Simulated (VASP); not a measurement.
Wanted: the native input for a VASP 6.6.1 run.

```
Task                               : single point
Functional                         : PBE-based screened hybrid with 20 % exact exchange
Potentials or basis                : VASP PAW PBE potentials, release 64 (Sr_sv, Cl)
Cutoff                             : 400 eV
k mesh                             : 4 × 4 × 4
Occupations                        : fermi-dirac, width 0.05 eV
Spin                               : no spin polarisation
Dipole correction                  : no
Grid for exact exchange (PRECFOCK) : Normal
Share of exact exchange            : 0.2
Further INCAR settings             : ALGO = Normal; EDIFF = 1e-06; NBANDS = 19
Screening parameter                : 0.2 1/Å
```

SrCl2:

```
Sr Cl
1.0
     0.00000    3.48835    3.48835
     3.48835    0.00000    3.48835
     3.48835    3.48835    0.00000
Sr Cl
1 2
Direct
  0.00000 0.00000 0.00000
  0.75000 0.75000 0.75000
  0.25000 0.25000 0.25000
```

These files were run (other wordings do the same):

POSCAR

```
SrCl2
1.0
    0.0000000000      3.4883500000      3.4883500000
    3.4883500000      0.0000000000      3.4883500000
    3.4883500000      3.4883500000      0.0000000000
Sr Cl
1 2
Direct
    0.0000000000      0.0000000000      0.0000000000
    0.7500000000      0.7500000000      0.7500000000
    0.2500000000      0.2500000000      0.2500000000
```

INCAR.step1

```
SYSTEM = SrCl2
PREC = Accurate
ENCUT = 400
EDIFF = 1E-5
ISMEAR = -1
SIGMA = 0.05
LREAL = .FALSE.
LASPH = .TRUE.
NELM = 120
ALGO = Normal
ISIF = 2
LWAVE = .TRUE.
GGA = PE
NBANDS = 19
GGA_COMPAT = .FALSE.
```

INCAR.step2

```
SYSTEM = SrCl2
PREC = Accurate
ENCUT = 400
EDIFF = 1E-6
ISMEAR = -1
SIGMA = 0.05
LREAL = .FALSE.
LASPH = .TRUE.
NELM = 120
ALGO = Normal
ISIF = 2
LWAVE = .FALSE.
LCHARG = .TRUE.
GGA = PE
LHFCALC = .TRUE.
AEXX = 0.2
HFSCREEN = 0.2
PRECFOCK = Normal
LELF = .TRUE.
LVHAR = .TRUE.
ISTART = 1
NBANDS = 19
GGA_COMPAT = .FALSE.
```

KPOINTS

```
Automatic mesh
0
G
  4 4 4
  0 0 0
```

Potentials or basis: VASP PAW PBE potentials, release 64 (Sr_sv, Cl).

Launch:

```console
$ cat potpaw_PBE.64/Sr_sv/POTCAR potpaw_PBE.64/Cl/POTCAR > POTCAR
$ cp INCAR.step1 INCAR
$ mpirun -np 1 vasp_std > vasp.out
$ cp INCAR.step2 INCAR
$ mpirun -np 1 vasp_std > vasp.out
```

Results of the run:

* Pressure: 0.6 GPa
* Band gap on the k mesh: 6.37 eV (least direct gap 6.57 eV)

Caveat: the PAW data sets were made with another functional, which shifts forces and pressure a little.

Run time: 20 min on 1 thread of Oxide Virtual Turin-like Processor, with other jobs on the host, peak memory 0.27 GiB.
